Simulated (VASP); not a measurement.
# SiC (Moissanite 3C) (F-43m) in VASP: further runs

Runs on SiC (Moissanite 3C). Level: PBE. Tasks: single point.

Everything below comes from runs of VASP 6.6.1. Logs are shortened: lines on timing, memory, paths and dates and some standing lists are left out, and cuts for length are marked.

**What was measured.**

From “Insight into the structural, elastic and electronic properties of a new orthorhombic 6O-SiC polytype”, 2020, pmc:7200658, for a bulk crystal of SiC: band gap 2.4 eV (indirect).

The runs below are set against these values where they give the same quantity.

## Step 1: The cell of the first run

It takes space group F-43m (No. 216, cubic). Conventional cell: a = 4.353 Å, b = 4.353 Å, c = 4.353 Å, α = 90.00°, β = 90.00°, γ = 90.00°. Si (site symmetry -43m) has 4 C at 1.89 Å within 2.5 Å. Within 2.5 Å of C (site symmetry -43m) lie 4 Si at 1.89 Å.

## Step 2: Single point, PBE

Input file INCAR:

```
ALGO = Normal ; EDIFF = 1E-6
ENCUT = 520 ; GGA = PE
ISIF = 2 ; ISMEAR = 0
LASPH = T ; LCHARG = T
LELF = T ; LREAL = F
LVHAR = T ; LWAVE = F
NBANDS = 11 ; NELM = 100
PREC = Accurate ; SIGMA = 0.01
```

Input file KPOINTS:

```
k-points
0
Gamma
  9 9 9
```

Input file POSCAR:

```
SiC
1.0
    0.0000000000      2.1766828375      2.1766828375
    2.1766828375      0.0000000000      2.1766828375
    2.1766828375      2.1766828375      0.0000000000
Si C
1 1
Direct
    0.0000000000      0.0000000000      0.0000000000
    0.2500000000      0.2500000000      0.2500000000
```

Potentials or basis: VASP PAW PBE potentials, release 64 (Si, C).

Started as:

```bash
> cat potpaw_PBE.64/Si/POTCAR potpaw_PBE.64/C/POTCAR > POTCAR
> mpirun -np 1 vasp_std > vasp.out
```

OUTCAR:

```text
EDIFF = 1E-6
   ENCUT = 520
   GGA = PE
   ISIF = 2
   ISMEAR = 0
   LASPH = T
   LREAL = F
   NELM = 100
   PREC = Accurate

 ion  position               nearest neighbor table
   1  0.000  0.000  0.000-   2 1.89   2 1.89   2 1.89   2 1.89
   2  0.250  0.250  0.250-   1 1.89   1 1.89   1 1.89   1 1.89

  LATTYP: Found a face centered cubic cell.
 ALAT       =     4.3533656750

  Lattice vectors:

 A1 = (   0.0000000000,   2.1766828375,   2.1766828375)
 A2 = (   2.1766828375,   0.0000000000,   2.1766828375)
 A3 = (   2.1766828375,   2.1766828375,   0.0000000000)

Analysis of symmetry for initial positions (statically):
=====================================================================
 Subroutine PRICEL returns:
 Original cell was already a primitive cell.

 Routine SETGRP: Setting up the symmetry group for a
 face centered cubic supercell.

 Subroutine GETGRP returns: Found 24 space group operations
 (whereof 24 operations were pure point group operations)
 out of a pool of 48 trial point group operations.

The static configuration has the point symmetry T_d .

Analysis of symmetry for dynamics (positions and initial velocities):
=====================================================================
 Subroutine PRICEL returns:
 Original cell was already a primitive cell.

 Routine SETGRP: Setting up the symmetry group for a
 face centered cubic supercell.

 Subroutine GETGRP returns: Found 24 space group operations
 (whereof 24 operations were pure point group operations)
 out of a pool of 48 trial point group operations.

The dynamic configuration has the point symmetry T_d .

 Subroutine INISYM returns: Found 24 space group operations
 (whereof 24 operations are pure point group operations),
 and found     1 'primitive' translations

----------------------------------------------------------------------------------------

                                     Primitive cell

  volume of cell :      20.6260

  direct lattice vectors                    reciprocal lattice vectors
     0.000000000  2.176682838  2.176682838    -0.229707329  0.229707329  0.229707329
     2.176682838  0.000000000  2.176682838     0.229707329 -0.229707329  0.229707329
     2.176682838  2.176682838  0.000000000     0.229707329  0.229707329 -0.229707329

  length of vectors
     3.078294390  3.078294390  3.078294390     0.397864764  0.397864764  0.397864764

  position of ions in fractional coordinates (direct lattice)
     0.000000000  0.000000000  0.000000000
     0.250000000  0.250000000  0.250000000

  ion indices of the primitive-cell ions
   primitive index   ion index
                 1           1
                 2           2

----------------------------------------------------------------------------------------

 KPOINTS: k-points

Automatic generation of k-mesh.
 Grid dimensions read from file:
 generate k-points for:    9    9    9

 Generating k-lattice:

  Cartesian coordinates                     Fractional coordinates (reciprocal lattice)
    -0.025523037  0.025523037  0.025523037     0.111111111  0.000000000  0.000000000
     0.025523037 -0.025523037  0.025523037     0.000000000  0.111111111  0.000000000
     0.025523037  0.025523037 -0.025523037     0.000000000  0.000000000  0.111111111

  Length of vectors
     0.044207196  0.044207196  0.044207196

  Shift w.r.t. Gamma in fractional coordinates (k-lattice)
     0.000000000  0.000000000  0.000000000

 Subroutine IBZKPT returns following result:
 ===========================================

 Found     35 irreducible k-points:

 Following reciprocal coordinates:
            Coordinates               Weight
  0.000000  0.000000  0.000000      1.000000
  0.111111  0.000000  0.000000      8.000000
  0.222222  0.000000  0.000000      8.000000
  0.333333  0.000000  0.000000      8.000000
  0.444444  0.000000  0.000000      8.000000
  0.111111  0.111111  0.000000      6.000000
[... 16 lines left out ...]
 -0.333333  0.333333  0.000000     12.000000
  0.444444  0.444444  0.000000      6.000000
 [... further k-points ...]
   k-points           NKPTS =     35   k-points in BZ     NKDIM =     35   number of bands    NBANDS=     11
   number of dos      NEDOS =    301   number of ions     NIONS =      2
   total plane-waves  NPLWV =  13824
   dimension x,y,z NGX =    24 NGY =   24 NGZ =   24
   dimension x,y,z NGXF=    48 NGYF=   48 NGZF=   48
   ions per type =               1   1
   NGX,Y,Z   is equivalent  to a cutoff of  12.96, 12.96, 12.96 a.u.
   NGXF,Y,Z  is equivalent  to a cutoff of  25.92, 25.92, 25.92 a.u.
 SYSTEM =  unknown system
   PREC   = accura    normal or accurate (medium, high low for compatibility)
   ISTART =      0    job   : 0-new  1-cont  2-samecut
   ICHARG =      2    charge: 1-file 2-atom 10-const
   ISPIN  =      1    spin polarized calculation?
   LNONCOLLINEAR =      F non collinear calculations
   LSORBIT =      F    spin-orbit coupling
   LASPH  =      T    aspherical Exc in radial PAW
   ENCUT  =  520.0 eV  38.22 Ry    6.18 a.u.   5.72  5.72  5.72*2*pi/ulx,y,z
   NELM   =    100;   NELMIN=  2; NELMDL= -5     # of ELM steps
   EDIFF  = 0.1E-05   stopping-criterion for ELM
   LREAL  =      F    real-space projection
   EDIFFG = 0.1E-04   stopping-criterion for IOM
   NSW    =      0    number of steps for IOM
   IBRION =     -1    ionic relax: 0-MD 1-quasi-New 2-CG
   NFREE  =      0    steps in history (QN), initial steepest desc. (CG)
   ISIF   =      2    stress and relaxation
   ISYM   =      2    0-nonsym 1-usesym 2-fastsym
   POTIM  = 0.5000    time-step for ionic-motion
   TEBEG  =    0.0;   TEEND  =   0.0 temperature during run
   PSTRESS=    0.0 pullay stress
   NELECT =       8.0000    total number of electrons
   NUPDOWN=      -1.0000    fix difference up-down
   EMIN   =  10.00;   EMAX   =-10.00  energy-range for DOS
   EFERMI =   0.00;   METHOD = LEGACY
   ISMEAR =     0;   SIGMA  =   0.01  broadening in eV -4-tet -1-fermi 0-gaus
   EFERMI_NEDOS =   21; number of points for ismear=-14 and -15
   IALGO  =     38    algorithm
   IMIX   =      4    mixing-type and parameters
     AMIX     =   0.40;   BMIX     =  1.00
     AMIX_MAG =   1.60;   BMIX_MAG =  1.00
  volume/ion in A,a.u.               =      10.31        69.60
  Fermi-wavevector in a.u.,A,eV,Ry     =   1.193896  2.256135 19.393563  1.425387
  Thomas-Fermi vector in A             =   2.329899
   LORBIT       =      0    0 simple, 1 ext, 2 COOP (PROOUT), +10 PAW based schemes
   GGA     = PE    functional components
   LHFCALC =     F    Hartree Fock is set to
   AEXX    =    0.0000 exact exchange contribution
   IVDW    =     0    specifies the selected vdW correction
   LEPSILON=     F    determine dielectric tensor
   LRPA    =     F    only Hartree local field effects (RPA)
 non-spin polarized calculation
 Gauss-broadening in eV      SIGMA  =   0.01
  energy-cutoff  :      520.00
  volume of cell :       20.63
 maximum number of plane-waves:       568
   NGX = 11   NGY = 11   NGZ = 11

 number of electron       8.0000001 magnetization

 Free energy of the ion-electron system (eV)
  ---------------------------------------------------
  ext. energy  EPLUGINS =         0.00000000
  ---------------------------------------------------
  free energy    TOTEN  =       -15.05595984 eV

  energy without entropy =      -15.05595984  energy(sigma->0) =      -15.05595984

 E-fermi :   8.2057     XC(G=0): -11.3702

 val. band max:        8.1431241986   @ k =   0.0000   0.0000   0.0000
 cond. band min:       9.6427341457   @ k =   0.4444   0.4444   0.0000
 fundamental gap:      1.4996099471
 Fermi energy:         8.2057060540

 k-point     1 :       0.0000    0.0000    0.0000
  band No.  band energies     occupation
      1      -7.2854      2.00000
      2       8.1431      2.00000
      3       8.1431      2.00000
      4       8.1431      2.00000
      5      14.4144      0.00000
      6      15.4724      0.00000
      7      15.4724      0.00000
      8      15.4724      0.00000
      9      22.6681      0.00000
     10      22.6681      0.00000
     11      24.6730      0.00000

 k-point     2 :       0.1111    0.0000    0.0000
  band No.  band energies     occupation
      1      -7.0438      2.00000
      2       6.9297      2.00000
      3       7.9807      2.00000
      4       7.9807      2.00000
      5      14.6671      0.00000
      6      15.7638      0.00000
      7      15.7638      0.00000
      8      15.8554      0.00000
      9      21.5918      0.00000
     10      21.5918      0.00000
     11      24.3579      0.00000

 k-point     3 :       0.2222    0.0000    0.0000
  band No.  band energies     occupation
      1      -6.3327      2.00000
      2       4.4953      2.00000
      3       7.6280      2.00000
      4       7.6280      2.00000
      5      14.2797      0.00000
      6      16.0933      0.00000
      7      16.0933      0.00000
      8      17.2249      0.00000
      9      21.1032      0.00000
     10      21.1032      0.00000
     11      23.4255      0.00000

 k-point     4 :       0.3333    0.0000    0.0000
  band No.  band energies     occupation
      1      -5.2141      2.00000
      2       1.9595      2.00000
      3       7.2993      2.00000
      4       7.2993      2.00000
      5      13.8579      0.00000
      6      15.8027      0.00000
      7      15.8027      0.00000
      8      18.0849      0.00000
      9      22.4464      0.00000
     10      22.4464      0.00000
     11      23.4384      0.00000
[... 239 lines left out ...]
 k-point    22 :      -0.4444    0.3333    0.0000
  band No.  band energies     occupation
      1      -2.5139      2.00000
      2       0.9279      2.00000
      3       3.1044      2.00000
      4       5.4847      2.00000
      5      11.1530      0.00000
      6      15.4008      0.00000
      7      20.0241      0.00000
      8      20.1838      0.00000
      9      21.9476      0.00000
     10      25.0490      0.00000
     11      29.8676      0.00000

 k-point    23 :      -0.3333    0.3333    0.0000
  band No.  band energies     occupation
      1      -2.6391      2.00000
      2       1.0990      2.00000
      3       2.4976      2.00000
      4       5.9682      2.00000
      5      11.9731      0.00000
      6      17.3398      0.00000
      7      18.9466      0.00000
      8      19.7262      0.00000
      9      21.0875      0.00000
     10      22.6832      0.00000
     11      29.9411      0.00000

 k-point    24 :       0.4444    0.4444    0.0000
  band No.  band energies     occupation
      1      -2.7177      2.00000
      2       0.8631      2.00000
      3       5.0178      2.00000
      4       5.0178      2.00000
      5       9.6427      0.00000
      6      12.5734      0.00000
      7      21.9499      0.00000
      8      21.9499      0.00000
      9      22.7453      0.00000
     10      27.8272      0.00000
     11      30.6095      0.00000

 [... further k-points ...]

------------------------ aborting loop because EDIFF is reached ----------------------------------------

  FORCE on cell =-STRESS in cart. coord.  units (eV):
  Direction    XX          YY          ZZ          XY          YZ          ZX
  --------------------------------------------------------------------------------------
  -------------------------------------------------------------------------------------
  Total        0.5067994      0.5067994      0.5067994      0.0000000      0.0000000     -0.0000000
  in kB       39.3668971     39.3668971     39.3668971      0.0000000      0.0000000     -0.0000000
  external PRESSURE =      39.3668971 kB  Pullay stress =       0.0000000 kB

 VOLUME and BASIS-vectors are now :
 -----------------------------------------------------------------------------
  energy-cutoff  :      520.00
  volume of cell :       20.63
      direct lattice vectors                 reciprocal lattice vectors
     0.000000000  2.176682838  2.176682838    -0.229707329  0.229707329  0.229707329
     2.176682838  0.000000000  2.176682838     0.229707329 -0.229707329  0.229707329
     2.176682838  2.176682838  0.000000000     0.229707329  0.229707329 -0.229707329

 POSITION                                       TOTAL-FORCE (eV/Angst)
 -----------------------------------------------------------------------------------
      0.00000      0.00000      0.00000         0.000000      0.000000      0.000000
      1.08834      1.08834      1.08834        -0.000000     -0.000000     -0.000000
 -----------------------------------------------------------------------------------
    total drift:                                0.000000      0.000000      0.000000

  FREE ENERGIE OF THE ION-ELECTRON SYSTEM (eV)
  ---------------------------------------------------
  free  energy   TOTEN  =       -15.0559598443 eV

  energy  without entropy=      -15.0559598443  energy(sigma->0) =      -15.05595984
```

It took 11 s on 1 thread of Intel Xeon 8259CL, shared host; peak memory 0.13 GiB.

Results:

| Quantity | Value |
| --- | --- |
| Free energy | -15.0560 eV |
| Pressure | 3.9 GPa |
| Band gap on the k mesh | 1.50 eV, indirect (least direct gap 4.62 eV) |

Levels at points of the mesh, in eV from the valence-band top:
```tsv
k point	band 1	band 2	band 3	band 4	band 5	band 6	band 7	band 8
(0.00, 0.00, 0.00)	-15.43	0.00	0.00	0.00	6.27	7.33	7.33	7.33
```

## Step 3: Single point, PBE

This run uses another cell than the first one, of 10.22 Å³/atom, 0.991 times its volume.

Input file INCAR:

```
PREC = Accurate ; ENCUT = 520
EDIFF = 1E-7 ; ISMEAR = 0
SIGMA = 0.01 ; LREAL = F
LASPH = T ; NELM = 60
ALGO = Normal ; ISIF = 2
LWAVE = F ; LCHARG = F
GGA = PE ; NBANDS = 11
```

Input file KPOINTS:

```
Automatic mesh
0
Gamma
  9 9 9
```

Input file POSCAR:

```
SiC
1.0
    0.0000000000      2.1704663466      2.1704663466
    2.1704663466      0.0000000000      2.1704663466
    2.1704663466      2.1704663466      0.0000000000
Si C
1 1
Direct
    0.0000000000      0.0000000000      0.0000000000
    0.2500000000      0.2500000000      0.2500000000
```

Potentials or basis: VASP PAW PBE potentials, release 64 (Si, C).

Started as:

```bash
> cat potpaw_PBE.64/Si/POTCAR potpaw_PBE.64/C/POTCAR > POTCAR
> mpirun -np 1 vasp_std > vasp.out
```

It took 9.4 s on 1 thread of Intel Xeon 8259CL, shared host; peak memory 0.13 GiB.

The run converged. Its results:

```yaml
Free_energy: -15.0505 eV
Pressure: 5.9 GPa
Band_gap_on_the_k_mesh: 1.49 eV, indirect (least direct gap 4.63 eV)
```

Levels at points of the mesh, in eV from the valence-band top:
| k point | band 2 | band 3 | band 4 | band 5 | band 6 | band 7 |
| --- | --- | --- | --- | --- | --- | --- |
| (0.00, 0.00, 0.00) | 0.00 | 0.00 | 0.00 | 6.37 | 7.39 | 7.39 |

A k mesh can miss the band edges. A hybrid or GW would open this gap; PBE tends to underestimate it.

## Step 4: Single point, PBE

This run uses another cell than the first one, of 10.14 Å³/atom, 0.983 times its volume.

Input file INCAR:

```
SYSTEM = SiC
ALGO = Normal
EDIFF = 1E-6
ENCUT = 520
GGA = PE
ISIF = 2
ISMEAR = 0
LASPH = .TRUE.
LCHARG = .FALSE.
LREAL = .FALSE.
LWAVE = .FALSE.
NBANDS = 11
NELM = 80
PREC = Accurate
SIGMA = 0.01
```

Input file KPOINTS:

```
k-points
0
G
  9 9 9
  0 0 0
```

Input file POSCAR:

```
SiC
1.0
    0.0000000000      2.1643881170      2.1643881170
    2.1643881170      0.0000000000      2.1643881170
    2.1643881170      2.1643881170      0.0000000000
Si C
1 1
Direct
    0.0000000000      0.0000000000      0.0000000000
    0.2500000000      0.2500000000      0.2500000000
```

Started as:

```bash
> cat potpaw_PBE.64/Si/POTCAR potpaw_PBE.64/C/POTCAR > POTCAR
> mpirun -np 1 vasp_std > vasp.out
```

Wall time 8.9 s (1 thread of Intel Xeon 8259CL, shared host); peak memory 0.13 GiB.

Results (log left out):

| Quantity | Value |
| --- | --- |
| Free energy | -15.0430 eV |
| Pressure | 7.9 GPa |
| Band gap on the k mesh | 1.49 eV, indirect (least direct gap 4.64 eV) |

Levels at points of the mesh, in eV from the valence-band top:
```tsv
k point	band 2	band 3	band 4	band 5	band 6	band 7
(0.00, 0.00, 0.00)	0.00	0.00	0.00	6.47	7.45	7.45
```

## Step 5: Single point, PBE

This run uses another cell than the first one, of 10.50 Å³/atom, 1.018 times its volume.

Input file INCAR:

```
SYSTEM = SiC
PREC = Accurate
ENCUT = 520
EDIFF = 1E-7
ISMEAR = 0
SIGMA = 0.01
LREAL = .FALSE.
LASPH = .TRUE.
NELM = 80
ALGO = Normal
ISIF = 2
LWAVE = .FALSE.
LCHARG = .FALSE.
GGA = PE
NBANDS = 11
```

Input file KPOINTS:

```
regular mesh
0
G
  9 9 9
  0 0 0
```

Input file POSCAR:

```
SiC
1.0
    0.0000000000      2.1898725382      2.1898725382
    2.1898725382      0.0000000000      2.1898725382
    2.1898725382      2.1898725382      0.0000000000
Si C
1 1
Direct
    0.0000000000      0.0000000000      0.0000000000
    0.2500000000      0.2500000000      0.2500000000
```

Started as:

```bash
> cat potpaw_PBE.64/Si/POTCAR potpaw_PBE.64/C/POTCAR > POTCAR
> mpirun -np 1 vasp_std > vasp.out
```

It took 9.9 s on 1 thread of Intel Xeon 8259CL, shared host; peak memory 0.13 GiB.

Results (log left out):

```yaml
Free_energy: -15.0606 eV
Pressure: 0.0 GPa
Band_gap_on_the_k_mesh: 1.51 eV, indirect (least direct gap 4.60 eV)
```

Levels at points of the mesh, in eV from the valence-band top:
```
           k point  band 1  band 2  band 3  band 4  band 5  band 6  band 7  band 8
(0.00, 0.00, 0.00)  -15.29    0.00    0.00    0.00    6.06    7.20    7.20    7.20
```

## Step 6: Single point, PBE

This run uses another cell than the first one, of 10.40 Å³/atom, 1.009 times its volume.

Input file INCAR:

```
PREC     = Accurate       # precision mode
ENCUT    = 520            # plane-wave cutoff, eV
EDIFF    = 1E-7           # SCF threshold, eV
ISMEAR   = 0              # smearing method
SIGMA    = 0.01           # smearing width, eV
LREAL    = F              # projectors in reciprocal space
LASPH    = T              # aspherical terms in the spheres
NELM     = 80             # most SCF steps
ALGO     = Normal         # electronic algorithm
ISIF     = 2              # what is computed and relaxed
LWAVE    = F              # write WAVECAR
LCHARG   = F              # write CHGCAR
GGA      = PE             # functional
NBANDS   = 11             # bands
```

Input file KPOINTS:

```
regular mesh
0
Gamma
  9 9 9
```

Input file POSCAR:

```
SiC
1.0
    0.0000000000      2.1830676829      2.1830676829
    2.1830676829      0.0000000000      2.1830676829
    2.1830676829      2.1830676829      0.0000000000
Si C
1 1
Direct
    0.0000000000      0.0000000000      0.0000000000
    0.2500000000      0.2500000000      0.2500000000
```

Potentials or basis: VASP PAW PBE potentials, release 64 (Si, C).

Started as:

```bash
> cat potpaw_PBE.64/Si/POTCAR potpaw_PBE.64/C/POTCAR > POTCAR
> mpirun -np 1 vasp_std > vasp.out
```

It took 10 s on 1 thread of Intel Xeon 8259CL, shared host; peak memory 0.13 GiB.

Results (log left out):

* Free energy: -15.0594 eV
* Pressure: 2.0 GPa
* Band gap on the k mesh: 1.51 eV, indirect (least direct gap 4.62 eV)

Levels at points of the mesh, in eV from the valence-band top:
```csv
k point,band 1,band 2,band 3,band 4,band 5,band 6,band 7,band 8
"(0.00, 0.00, 0.00)",-15.36,0.00,0.00,0.00,6.17,7.27,7.27,7.27
```

## Step 7: Summary

```tsv
cell	gap on the mesh (eV)	pressure (GPa)
a = 3.078 Å, angles 60.0°, 2 atoms	1.50	3.9
a = 3.070 Å, angles 60.0°, 2 atoms	1.49	5.9
a = 3.061 Å, angles 60.0°, 2 atoms	1.49	7.9
a = 3.097 Å, angles 60.0°, 2 atoms	1.51	0.0
a = 3.087 Å, angles 60.0°, 2 atoms	1.51	2.0
```

Alike in all rows: task single point; level PBE; potentials or basis VASP PAW PBE potentials, release 64 (Si, C); no spin polarisation; k mesh 9 × 9 × 9; cutoff (eV) 520; smearing gaussian 0.01 eV.

Total energies depend on the potentials used, so only differences within one code and one set of settings carry meaning.

## Step 8: How close it comes

Step 5. A measured gap of SiC is 2.4 eV (indirect; quoted in “Insight into the structural, elastic and electronic properties of a new orthorhombic 6O-SiC polytype”, 2020, pmc:7200658); the calculated 1.51 eV misses it by -0.89 eV. The value is that of PBE on a finite k mesh, which can miss the band edges, without temperature or zero-point motion. Semilocal functionals fall short of measured gaps as a rule.

Step 6. Measured gap of SiC: 2.4 eV (indirect; quoted in “Insight into the structural, elastic and electronic properties of a new orthorhombic 6O-SiC polytype”, 2020, pmc:7200658). This calculation gives 1.51 eV (-0.89 eV). The value is that of PBE on a finite k mesh, which can miss the band edges, without temperature or zero-point motion. Semilocal functionals fall short of measured gaps as a rule.
